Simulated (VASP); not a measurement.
# Cd (Fmmm) in VASP: single point with PBE

Aim: the single point of Cd with PBE.

Program: VASP 6.6.1. These are calculated values, not measurements. Logs are shortened: lines on timing, memory, paths and dates and some standing lists are left out, and cuts for length are marked.

### 1 The cell of the first run

It takes space group Fmmm (No. 69, orthorhombic). The conventional cell has a = 4.328 Å, b = 4.508 Å, c = 4.568 Å, α = 90.00°, β = 90.00°, γ = 90.00°. Cd (site symmetry mmm) has 12 Cd at 3.12 to 3.21 Å within 4.1 Å.

### 2 Single point, PBE (normal strain along x -0.0400, normal strain along y +0.0133)

File INCAR:

```
ALGO = Fast
EDIFF = 1E-6
ENCUT = 520
GGA = PE
ISIF = 2
ISMEAR = 0
LASPH = True
LCHARG = False
LREAL = False
LWAVE = False
NBANDS = 12
NELM = 100
PREC = Accurate
SIGMA = 0.15
```

File KPOINTS:

```
k-points
0
Gamma
  18 18 18
```

File POSCAR:

```
Cd
1.0
    0.0000000000      2.2841337375      2.2541534960
    2.1639873562      0.0000000000      2.2541534960
    2.1639873562      2.2841337375      0.0000000000
Cd
1
Direct
    0.0000000000      0.0000000000      0.0000000000
```

Potentials or basis: VASP PAW PBE potentials, release 64 (Cd).

Run with:

```console
$ cat potpaw_PBE.64/Cd/POTCAR > POTCAR
$ mpirun -np 1 vasp_std > vasp.out
```

OUTCAR:

```text
EDIFF = 1E-6
   ENCUT = 520
   GGA = PE
   ISIF = 2
   ISMEAR = 0
   LASPH = True
   LREAL = False
   NELM = 100
   PREC = Accurate

 ion  position               nearest neighbor table
   1  0.000  0.000  0.000-

  LATTYP: Found a face centered orthorhombic cell.
 ALAT       =     4.3279747124
 B/A-ratio  =     1.0416666666
 C/A-ratio  =     1.0555208333

  Lattice vectors:

 A1 = (   0.0000000000,   2.2841337375,  -2.2541534960)
 A2 = (   2.1639873562,   2.2841337375,   0.0000000000)
 A3 = (   2.1639873562,   0.0000000000,  -2.2541534960)

Analysis of symmetry for initial positions (statically):
=====================================================================
 Subroutine PRICEL returns:
 Original cell was already a primitive cell.

 Routine SETGRP: Setting up the symmetry group for a
 face centered orthorhombic supercell.

 Subroutine GETGRP returns: Found  8 space group operations
 (whereof  8 operations were pure point group operations)
 out of a pool of  8 trial point group operations.

The static configuration has the point symmetry D_2h.

Analysis of symmetry for dynamics (positions and initial velocities):
=====================================================================
 Subroutine PRICEL returns:
 Original cell was already a primitive cell.

 Routine SETGRP: Setting up the symmetry group for a
 face centered orthorhombic supercell.

 Subroutine GETGRP returns: Found  8 space group operations
 (whereof  8 operations were pure point group operations)
 out of a pool of  8 trial point group operations.

The dynamic configuration has the point symmetry D_2h.

 Subroutine INISYM returns: Found  8 space group operations
 (whereof  8 operations are pure point group operations),
 and found     1 'primitive' translations

----------------------------------------------------------------------------------------

                                     Primitive cell

  volume of cell :      22.2838

  direct lattice vectors                    reciprocal lattice vectors
     0.000000000  2.284133737  2.254153496    -0.231054954  0.218901368  0.221812756
     2.163987356  0.000000000  2.254153496     0.231054954 -0.218901368  0.221812756
     2.163987356  2.284133737  0.000000000     0.231054954  0.218901368 -0.221812756

  length of vectors
     3.209123699  3.124747872  3.146443740     0.387949868  0.387949868  0.387949868

  position of ions in fractional coordinates (direct lattice)
     0.000000000  0.000000000  0.000000000

  ion indices of the primitive-cell ions
   primitive index   ion index
                 1           1

----------------------------------------------------------------------------------------

 KPOINTS: k-points

Automatic generation of k-mesh.
 Grid dimensions read from file:
 generate k-points for:   18   18   18

 Generating k-lattice:

  Cartesian coordinates                     Fractional coordinates (reciprocal lattice)
    -0.012836386  0.012161187  0.012322931     0.055555556  0.000000000  0.000000000
     0.012836386 -0.012161187  0.012322931     0.000000000  0.055555556  0.000000000
     0.012836386  0.012161187 -0.012322931     0.000000000  0.000000000  0.055555556

  Length of vectors
     0.021552770  0.021552770  0.021552770

  Shift w.r.t. Gamma in fractional coordinates (k-lattice)
     0.000000000  0.000000000  0.000000000

 Subroutine IBZKPT returns following result:
 ===========================================

 Found    865 irreducible k-points:

 Following reciprocal coordinates:
            Coordinates               Weight
  0.000000  0.000000  0.000000      1.000000
  0.055556  0.000000  0.000000      8.000000
  0.111111  0.000000  0.000000      8.000000
  0.166667 -0.000000 -0.000000      8.000000
  0.222222 -0.000000  0.000000      8.000000
  0.277778 -0.000000  0.000000      8.000000
[... 16 lines left out ...]
 -0.277778  0.055556  0.000000      8.000000
 -0.222222  0.055556  0.000000      8.000000
 [... further k-points ...]
   k-points           NKPTS =    865   k-points in BZ     NKDIM =    865   number of bands    NBANDS=     12
   number of dos      NEDOS =    301   number of ions     NIONS =      1
   total plane-waves  NPLWV =  13824
   dimension x,y,z NGX =    24 NGY =   24 NGZ =   24
   dimension x,y,z NGXF=    48 NGYF=   48 NGZF=   48
   ions per type =               1
   NGX,Y,Z   is equivalent  to a cutoff of  12.43, 12.77, 12.68 a.u.
   NGXF,Y,Z  is equivalent  to a cutoff of  24.87, 25.54, 25.36 a.u.
 SYSTEM =  unknown system
   PREC   = accura    normal or accurate (medium, high low for compatibility)
   ISTART =      0    job   : 0-new  1-cont  2-samecut
   ICHARG =      2    charge: 1-file 2-atom 10-const
   ISPIN  =      1    spin polarized calculation?
   LNONCOLLINEAR =      F non collinear calculations
   LSORBIT =      F    spin-orbit coupling
   LASPH  =      T    aspherical Exc in radial PAW
   ENCUT  =  520.0 eV  38.22 Ry    6.18 a.u.   5.97  5.81  5.85*2*pi/ulx,y,z
   NELM   =    100;   NELMIN=  2; NELMDL= -5     # of ELM steps
   EDIFF  = 0.1E-05   stopping-criterion for ELM
   LREAL  =      F    real-space projection
   EDIFFG = 0.1E-04   stopping-criterion for IOM
   NSW    =      0    number of steps for IOM
   IBRION =     -1    ionic relax: 0-MD 1-quasi-New 2-CG
   NFREE  =      0    steps in history (QN), initial steepest desc. (CG)
   ISIF   =      2    stress and relaxation
   ISYM   =      2    0-nonsym 1-usesym 2-fastsym
   POTIM  = 0.5000    time-step for ionic-motion
   TEBEG  =    0.0;   TEEND  =   0.0 temperature during run
   PSTRESS=    0.0 pullay stress
   NELECT =      12.0000    total number of electrons
   NUPDOWN=      -1.0000    fix difference up-down
   EMIN   =  10.00;   EMAX   =-10.00  energy-range for DOS
   EFERMI =   0.00;   METHOD = LEGACY
   ISMEAR =     0;   SIGMA  =   0.15  broadening in eV -4-tet -1-fermi 0-gaus
   EFERMI_NEDOS =   21; number of points for ismear=-14 and -15
   IALGO  =     68    algorithm
   IMIX   =      4    mixing-type and parameters
     AMIX     =   0.40;   BMIX     =  1.00
     AMIX_MAG =   1.60;   BMIX_MAG =  1.00
  volume/ion in A,a.u.               =      22.28       150.38
  Fermi-wavevector in a.u.,A,eV,Ry     =   1.331901  2.516928 24.136201  1.773961
  Thomas-Fermi vector in A             =   2.460877
   LORBIT       =      0    0 simple, 1 ext, 2 COOP (PROOUT), +10 PAW based schemes
   GGA     = PE    functional components
   LHFCALC =     F    Hartree Fock is set to
   AEXX    =    0.0000 exact exchange contribution
   IVDW    =     0    specifies the selected vdW correction
   LEPSILON=     F    determine dielectric tensor
   LRPA    =     F    only Hartree local field effects (RPA)
 non-spin polarized calculation
 RMM-DIIS sequential band-by-band and
 Gauss-broadening in eV      SIGMA  =   0.15
  energy-cutoff  :      520.00
  volume of cell :       22.28
 maximum number of plane-waves:       616
   NGX = 11   NGY = 11   NGZ = 11

 number of electron      11.9999996 magnetization

 Free energy of the ion-electron system (eV)
  ---------------------------------------------------
  ext. energy  EPLUGINS =         0.00000000
  ---------------------------------------------------
  free energy    TOTEN  =        -0.73615719 eV

  energy without entropy =       -0.73209747  energy(sigma->0) =       -0.73412733

 E-fermi :   2.6530     XC(G=0): -10.8776

 val. band max:        2.6511367554   @ k =  -0.1667   0.3889   0.3889
 cond. band min:       2.6541737199   @ k =   0.2778  -0.3889   0.1111
 fundamental gap:      0.0030369644
 Fermi energy:         2.6529996766

 k-point     1 :       0.0000    0.0000    0.0000
  band No.  band energies     occupation
      1      -6.4630      2.00000
      2      -6.4181      2.00000
      3      -6.2982      2.00000
      4      -6.0329      2.00000
      5      -5.9464      2.00000
      6      -5.8971      2.00000
      7      16.5437      0.00000
      8      17.4319      0.00000
      9      17.4604      0.00000
     10      17.4827      0.00000
     11      20.6983      0.00000
     12      20.8283      0.00000

 k-point     2 :       0.0556    0.0000    0.0000
  band No.  band energies     occupation
      1      -6.4568      2.00000
      2      -6.4113      2.00000
      3      -6.2941      2.00000
      4      -6.0339      2.00000
      5      -5.9038      2.00000
      6      -5.8653      2.00000
      7      16.0159      0.00000
      8      16.8341      0.00000
      9      17.3171      0.00000
     10      17.3331      0.00000
     11      20.9580      0.00000
     12      21.0754      0.00000

 k-point     3 :       0.1111    0.0000    0.0000
  band No.  band energies     occupation
      1      -6.4619      2.00000
      2      -6.3900      2.00000
      3      -6.2790      2.00000
      4      -6.0317      2.00000
      5      -5.9137      2.00000
      6      -5.6170      2.00000
      7      14.0909      0.00000
      8      16.7008      0.00000
      9      16.9483      0.00000
     10      17.0924      0.00000
     11      20.9995      0.00000
     12      21.5407      0.00000
[... 286 lines left out ...]
 k-point    23 :      -0.2778    0.0556    0.0000
  band No.  band energies     occupation
      1      -6.6702      2.00000
      2      -6.3775      2.00000
      3      -6.2440      2.00000
      4      -5.8739      2.00000
      5      -5.8029      2.00000
      6      -3.4266      2.00000
      7       7.2534      0.00000
      8      13.8779      0.00000
      9      15.9962      0.00000
     10      17.4285      0.00000
     11      18.9499      0.00000
     12      20.5586      0.00000

 k-point    24 :      -0.2222    0.0556    0.0000
  band No.  band energies     occupation
      1      -6.5905      2.00000
      2      -6.3531      2.00000
      3      -6.2298      2.00000
      4      -5.9568      2.00000
      5      -5.8805      2.00000
      6      -4.2539      2.00000
      7       9.2332      0.00000
      8      14.1491      0.00000
      9      16.6088      0.00000
     10      17.7132      0.00000
     11      19.1713      0.00000
     12      20.8840      0.00000

 [... further k-points ...]
[... 5 lines left out ...]
  --------------------------------------------------------------------------------------
  -------------------------------------------------------------------------------------
  Total        0.3148257      0.1043536      0.1915272      0.0000000      0.0000000      0.0000000
  in kB       22.6355479      7.5028860     13.7705531      0.0000000      0.0000000      0.0000000
  external PRESSURE =      14.6363290 kB  Pullay stress =       0.0000000 kB

 VOLUME and BASIS-vectors are now :
 -----------------------------------------------------------------------------
  energy-cutoff  :      520.00
  volume of cell :       22.28
      direct lattice vectors                 reciprocal lattice vectors
     0.000000000  2.284133737  2.254153496    -0.231054954  0.218901368  0.221812756
     2.163987356  0.000000000  2.254153496     0.231054954 -0.218901368  0.221812756
     2.163987356  2.284133737  0.000000000     0.231054954  0.218901368 -0.221812756

 POSITION                                       TOTAL-FORCE (eV/Angst)
 -----------------------------------------------------------------------------------
      0.00000      0.00000      0.00000         0.000000      0.000000      0.000000
 -----------------------------------------------------------------------------------
    total drift:                               -0.000000     -0.000000     -0.000000

  FREE ENERGIE OF THE ION-ELECTRON SYSTEM (eV)
  ---------------------------------------------------
  free  energy   TOTEN  =        -0.7361571938 eV

  energy  without entropy=       -0.7320974725  energy(sigma->0) =       -0.73412733
```

Wall time 94 s (1 thread of AMD EPYC 9R45 (Zen 5), shared host); peak memory 0.29 GiB.

Results:

```yaml
Free_energy: -0.7362 eV
Pressure: 1.5 GPa
Band_gap_on_the_k_mesh: zero (bands 6 and 7 overlap by 3.28 eV)
```

Caveat: the cell differs from its parent crystal (normal strain along x -0.0400, normal strain along y +0.0133).
